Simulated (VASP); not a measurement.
# CuO in VASP: notebook

CuO is run at these levels: PBEsol, BLYP, LDA, PBE; tasks: single point.

Everything below comes from runs of VASP 6.6.1. Logs are shortened: lines on timing, memory, paths and dates and some standing lists are left out, and cuts for length are marked.

## (1) The cell of the first run

The typed cell holds 4 atoms: a = 2.936 Å, b = 2.936 Å, c = 5.278 Å, α = 89.81°, β = 89.81°, γ = 89.22°.

## (2) Single point, PBEsol

INCAR reads:

```
SYSTEM = CuO
  PREC = Accurate
  ENCUT = 520
  EDIFF = 1E-6
  ISMEAR = -1
  SIGMA = 0.05
  LREAL = .FALSE.
  LASPH = .TRUE.
  NELM = 80
  ALGO = Normal
  ISIF = 2
  LWAVE = .FALSE.
  LCHARG = .TRUE.
  GGA = PS
  LELF = .TRUE.
  LVHAR = .TRUE.
  NBANDS = 25
```

KPOINTS reads:

```
regular mesh
0
G
  9 9 5
  0 0 0
```

POSCAR reads:

```
CuO
1.0
    2.9359761050      0.0000000000      0.0000000000
    0.0398390851      2.9357502767      0.0000000000
    0.0178385202      0.0175831220      5.2778618209
Cu O
2 2
Direct
    0.0000000000      0.5000000000      0.0000000000
    0.5000000000      0.0000000000      0.5000000000
    0.9984239700      0.0016717800      0.7498871000
    0.0015760300      0.9983282200      0.2501129000
```

Potentials or basis: VASP PAW PBE potentials, release 64 (Cu, O).

The run is started by

```console
cat potpaw_PBE.64/Cu/POTCAR potpaw_PBE.64/O/POTCAR > POTCAR
mpirun -np 1 vasp_std > vasp.out
```

OUTCAR:

```text
SYSTEM = CuO
   PREC = Accurate
   ENCUT = 520
   EDIFF = 1E-6
   ISMEAR = -1
   LREAL = .FALSE.
   LASPH = .TRUE.
   NELM = 80
   ISIF = 2
   GGA = PS

 ion  position               nearest neighbor table
   1  0.000  0.500  0.000-   3 1.97   4 1.97   3 1.97   4 1.97
   2  0.500  0.000  0.500-   3 1.97   4 1.97   4 1.97   3 1.97
   3  0.998  0.002  0.750-   2 1.97   2 1.97   1 1.97   1 1.97
   4  0.002  0.998  0.250-   2 1.97   2 1.97   1 1.97   1 1.97

  LATTYP: Found a base centered monoclinic cell.
 ALAT       =    11.3349504486
 B/A-ratio  =     0.3638182808
 C/A-ratio  =     0.4656324948
 COS(beta)  =    -0.9295148209

  Lattice vectors:

 A1 = (   2.9181375848,  -0.0175831220,  -5.2778618209)
 A2 = (   0.0220005649,   2.9181671547,  -5.2778618209)
 A3 = (   0.0178385202,   0.0175831220,   5.2778618209)

Analysis of symmetry for initial positions (statically):
=====================================================================
 Subroutine PRICEL returns:
 Original cell was already a primitive cell.

 Routine SETGRP: Setting up the symmetry group for a
 base centered monoclinic supercell.

 Subroutine GETGRP returns: Found  2 space group operations
 (whereof  2 operations were pure point group operations)
 out of a pool of  4 trial point group operations.

The static configuration has the point symmetry S_2 .

Analysis of symmetry for dynamics (positions and initial velocities):
=====================================================================
 Subroutine PRICEL returns:
 Original cell was already a primitive cell.

 Routine SETGRP: Setting up the symmetry group for a
 base centered monoclinic supercell.

 Subroutine GETGRP returns: Found  2 space group operations
 (whereof  2 operations were pure point group operations)
 out of a pool of  4 trial point group operations.

The dynamic configuration has the point symmetry S_2 .

 Subroutine INISYM returns: Found  2 space group operations
 (whereof  2 operations are pure point group operations),
 and found     1 'primitive' translations

----------------------------------------------------------------------------------------

                                     Primitive cell

  volume of cell :      45.4914

  direct lattice vectors                    reciprocal lattice vectors
     2.935976105  0.000000000  0.000000000     0.340602227 -0.004622083 -0.001135795
[... 89 lines left out ...]
   NELM   =     80;   NELMIN=  2; NELMDL= -5     # of ELM steps
   EDIFF  = 0.1E-05   stopping-criterion for ELM
   LREAL  =      F    real-space projection
   EDIFFG = 0.1E-04   stopping-criterion for IOM
   NSW    =      0    number of steps for IOM
   IBRION =     -1    ionic relax: 0-MD 1-quasi-New 2-CG
   NFREE  =      0    steps in history (QN), initial steepest desc. (CG)
   ISIF   =      2    stress and relaxation
   ISYM   =      2    0-nonsym 1-usesym 2-fastsym
   POTIM  = 0.5000    time-step for ionic-motion
   TEBEG  =    0.0;   TEEND  =   0.0 temperature during run
   PSTRESS=    0.0 pullay stress
   NELECT =      34.0000    total number of electrons
   NUPDOWN=      -1.0000    fix difference up-down
   EMIN   =  10.00;   EMAX   =-10.00  energy-range for DOS
   EFERMI =   0.00;   METHOD = LEGACY
   ISMEAR =    -1;   SIGMA  =   0.05  broadening in eV -4-tet -1-fermi 0-gaus
   EFERMI_NEDOS =   21; number of points for ismear=-14 and -15
   IALGO  =     38    algorithm
   IMIX   =      4    mixing-type and parameters
     AMIX     =   0.40;   BMIX     =  1.00
     AMIX_MAG =   1.60;   BMIX_MAG =  1.00
  volume/ion in A,a.u.               =      11.37        76.75
  Fermi-wavevector in a.u.,A,eV,Ry     =   1.485678  2.807524 30.031297  2.207238
  Thomas-Fermi vector in A             =   2.599059
   LORBIT       =      0    0 simple, 1 ext, 2 COOP (PROOUT), +10 PAW based schemes
   GGA     = PS    functional components
   LHFCALC =     F    Hartree Fock is set to
   AEXX    =    0.0000 exact exchange contribution
   IVDW    =     0    specifies the selected vdW correction
   LEPSILON=     F    determine dielectric tensor
   LRPA    =     F    only Hartree local field effects (RPA)
 non-spin polarized calculation
  energy-cutoff  :      520.00
  volume of cell :       45.49
 maximum number of plane-waves:      1245
 NGX is ok and might be reduce to    24
   NGX = 11   NGY = 11   NGZ = 19

 number of electron      34.0000023 magnetization

 Free energy of the ion-electron system (eV)
  ---------------------------------------------------
  ext. energy  EPLUGINS =         0.00000000
  ---------------------------------------------------
  free energy    TOTEN  =       -21.38871318 eV

  energy without entropy =      -21.36891357  energy(sigma->0) =      -21.37881338

 E-fermi :   4.3304     XC(G=0): -11.4547

 val. band max:        4.2980094110   @ k =   0.4444   0.4444   0.4000
 cond. band min:       4.3549170696   @ k =   0.0000   0.4444  -0.2000
 fundamental gap:      0.0569076585
 Fermi energy:         4.3304087186

 k-point     1 :       0.0000    0.0000    0.0000
  band No.  band energies     occupation
      1     -15.0569      2.00000
      2     -13.8739      2.00000
      3      -3.4987      2.00000
      4      -0.8006      2.00000
      5      -0.7743      2.00000
      6       0.8013      2.00000
[... 661 lines left out ...]
     24      16.1003      0.00000
     25      19.4455      0.00000

 [... further k-points ...]

------------------------ aborting loop because EDIFF is reached ----------------------------------------

  FORCE on cell =-STRESS in cart. coord.  units (eV):
  Direction    XX          YY          ZZ          XY          YZ          ZX
  --------------------------------------------------------------------------------------
  -------------------------------------------------------------------------------------
  Total       -2.1412883     -2.1476107     -4.0850878     -0.0404203     -0.0094363     -0.0117279
  in kB      -75.4147148    -75.6373841   -143.8740042     -1.4235747     -0.3323414     -0.4130486
  external PRESSURE =     -98.3087011 kB  Pullay stress =       0.0000000 kB

 VOLUME and BASIS-vectors are now :
 -----------------------------------------------------------------------------
  energy-cutoff  :      520.00
  volume of cell :       45.49
      direct lattice vectors                 reciprocal lattice vectors
     2.935976105  0.000000000  0.000000000     0.340602227 -0.004622083 -0.001135795
     0.039839085  2.935750277  0.000000000     0.000000000  0.340628427 -0.001134799
     0.017838520  0.017583122  5.277861821     0.000000000  0.000000000  0.189470667

 POSITION                                       TOTAL-FORCE (eV/Angst)
 -----------------------------------------------------------------------------------
      0.01992      1.46788      0.00000         0.000000     -0.000000      0.000000
      1.47691      0.00879      2.63893         0.000000     -0.000000      0.000000
      2.94479      0.01809      3.95780         0.007794     -0.009067      0.006945
      0.04886      2.93524      1.32006        -0.007794      0.009067     -0.006945
 -----------------------------------------------------------------------------------
    total drift:                                0.000000     -0.000000     -0.000000

  FREE ENERGIE OF THE ION-ELECTRON SYSTEM (eV)
  ---------------------------------------------------
  free  energy   TOTEN  =       -21.3887131837 eV

  energy  without entropy=      -21.3689135681  energy(sigma->0) =      -21.37881338
```

stdout:

```text
POSCAR found type information on POSCAR CuO
 POSCAR found :  2 types and       4 ions
 scaLAPACK will be used
 -----------------------------------------------------------------------------
|                                                                             |
|                                                                             |
|     You enforced a specific xc type in the INCAR file but a different       |
|     I HOPE YOU KNOW WHAT YOU ARE DOING!                                     |
|                                                                             |
 -----------------------------------------------------------------------------

 LDA part: xc-table for (Slater+PW92), standard interpolation
 POSCAR, INCAR and KPOINTS ok, starting setup
 FFT: planning ... GRIDC
 FFT: planning ... GRID_SOFT
 FFT: planning ... GRID
 WAVECAR not read
 entering main loop
```

Run time: 3.1 min. Hardware: 1 thread of Intel Xeon Platinum 8259CL at 2.50GHz (Skylake/Cascade Lake), shared host; peak memory 0.3 GiB.

What came out:

| Item | Value |
| --- | --- |
| Free energy | -21.3887 eV |
| Pressure | -9.8 GPa |
| Largest force | 0.014 eV/Å |
| Band gap on the k mesh | zero (band 17 reaches 4.98 eV, above the bottom of band 18 at 4.08 eV) |

Forces on the atoms (eV/Å):
```
Cu   0.000  0.000  0.000
Cu   0.000  0.000  0.000
O    0.008 -0.009  0.007
O   -0.008  0.009 -0.007
```

Caveat: the PAW data sets were made with another functional, which shifts forces and pressure a little; semilocal functionals often make such compounds metallic where correlation or magnetic order opens a gap, which also shifts bond lengths. With open d or f shells a metallic result of PBEsol can be an artefact of self-interaction; +U or a hybrid may open a gap.

## (3) Single point, BLYP

This run uses another cell than the first one, of 11.65 Å³/atom, 1.024 times its volume.

INCAR reads:

```
PREC = Accurate
ENCUT = 520
EDIFF = 1E-6
ISMEAR = -1
SIGMA = 0.05
LREAL = False
LASPH = True
NELM = 60
ALGO = Normal
ISIF = 2
LWAVE = False
LCHARG = False
GGA = B5
ALDAX = 1.0
AGGAX = 1.0
AGGAC = 1.0
ALDAC = 0.0
NBANDS = 25
```

KPOINTS reads:

```
Automatic mesh
0
Gamma
  9 9 5
```

POSCAR reads:

```
CuO
1.0
    2.9942133570     -0.0194320542     -0.0049471767
    0.0211987631      2.9942018844     -0.0049392195
    0.0091826851      0.0090577268      5.1964150044
Cu O
2 2
Direct
    0.0000000000      0.5000000000      0.0000000000
    0.5000000000      0.0000000000      0.5000000000
    0.9999697642      0.0000315966      0.7499998886
    0.0000302358      0.9999684034      0.2500001114
```

Potentials or basis: VASP PAW PBE potentials, release 64 (Cu, O).

The run is started by

```console
cat potpaw_PBE.64/Cu/POTCAR potpaw_PBE.64/O/POTCAR > POTCAR
mpirun -np 1 vasp_std > vasp.out
```

Run time: 53 s. Hardware: 1 thread of Intel Xeon 6975P-C (Granite Rapids), shared host; peak memory 0.23 GiB.

The run converged. Its results:

```yaml
Free_energy: -18.3133 eV
Pressure: 0.7 GPa
Band_gap_on_the_k_mesh: zero (band 17 reaches 5.23 eV, above the bottom of band 18 at 4.35 eV)
```

Stress tensor (GPa, compression positive):
```
 0.56 -0.01  0.00
-0.01  0.56  0.00
 0.00  0.00  0.93
```

Levels at points of the mesh, in eV from the Fermi level:
| k point | band 13 | band 14 | band 15 | band 16 | band 17 | band 18 | band 19 | band 20 | band 21 | band 22 |
| --- | --- | --- | --- | --- | --- | --- | --- | --- | --- | --- |
| (0.00, 0.00, 0.00) | -2.28 | -2.20 | -2.18 | -1.83 | 0.66 | 0.66 | 1.45 | 6.35 | 7.12 | 13.20 |

Caveat: the PAW data sets were made with another functional, which shifts forces and pressure a little; semilocal functionals often make such compounds metallic where correlation or magnetic order opens a gap, which also shifts bond lengths.

## (4) Single point, LDA

This run uses another cell than the first one, of 10.27 Å³/atom, 0.903 times its volume.

INCAR reads:

```
PREC = Accurate
ENCUT = 520
EDIFF = 1E-7
ISMEAR = -1
SIGMA = 0.05
LREAL = F
LASPH = T
NELM = 60
ALGO = Normal
ISIF = 2
LWAVE = F
LCHARG = F
GGA = CA
NBANDS = 25
```

KPOINTS reads:

```
regular mesh
0
Gamma
  9 9 5
```

POSCAR reads:

```
CuO
1.0
    2.8543503522     -0.0165910776     -0.0040747895
    0.0221416808      2.8542547185     -0.0040597292
    0.0099181624      0.0097964271      5.0410815467
Cu O
2 2
Direct
    0.0000000000      0.5000000000      0.0000000000
    0.5000000000      0.0000000000      0.5000000000
    0.9997928413      0.0002036403      0.7500004707
    0.0002071587      0.9997963597      0.2499995293
```

Potentials or basis: VASP PAW LDA potentials, release 64 (Cu, O).

The run is started by

```console
cat potpaw_LDA.64/Cu/POTCAR potpaw_LDA.64/O/POTCAR > POTCAR
mpirun -np 1 vasp_std > vasp.out
```

Wall time 52 s (1 thread of Intel Xeon 6975P-C (Granite Rapids), shared host); peak memory 0.21 GiB.

It converged, with:

```yaml
Free_energy: -23.3317 eV
Pressure: 1.0 GPa
Band_gap_on_the_k_mesh: zero (band 17 reaches 6.28 eV, above the bottom of band 18 at 5.26 eV)
```

Stress tensor (GPa, compression positive):
```
 0.85 -0.01  0.00
-0.01  0.85  0.00
 0.00  0.00  1.43
```

Levels at points of the mesh, in eV from the Fermi level:
```
           k point  band 15  band 16  band 17  band 18  band 19  band 20
(0.00, 0.00, 0.00)    -2.51    -2.09     0.74     0.74     1.67     6.16
```

Caveat: semilocal functionals often make such compounds metallic where correlation or magnetic order opens a gap, which also shifts bond lengths.

[end of part 1 of 2]
